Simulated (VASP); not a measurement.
A run of VASP 6.6.1:

File INCAR:

```
SYSTEM = Os
ALGO = Normal ; EDIFF = 1E-6
ENCUT = 520 ; GGA = RP
ISIF = 2 ; ISMEAR = -1
LASPH = .TRUE. ; LCHARG = .FALSE.
LREAL = .FALSE. ; LWAVE = .FALSE.
NBANDS = 10 ; NELM = 60
PREC = Accurate ; SIGMA = 0.1
```

Contents of KPOINTS:

```
k-points
0
G
  20 20 20
  0 0 0
```

POSCAR

```
Os
1.0
    2.5683813790      0.0000000000      0.0000000000
    0.0000000000      2.5683813790      0.0000000000
    0.0000000000      0.0000000000      2.5683813790
Os
1
Direct
    0.0000000000      0.0000000000      0.0000000000
```

Potentials or basis: VASP PAW PBE potentials, release 64 (Os).

Launch:

```bash
$ cat potpaw_PBE.64/Os/POTCAR > POTCAR
$ mpirun -np 1 vasp_std > vasp.out
```

Hardware: 1 thread of Intel Xeon 8259CL, on a shared host.

Task: Estimate the wall time of this run.

Result: Wall time 52 s on 1 thread of Intel Xeon 8259CL, with other jobs on the host, peak memory 0.17 GiB. Counts: scf iterations 11, k points 286.
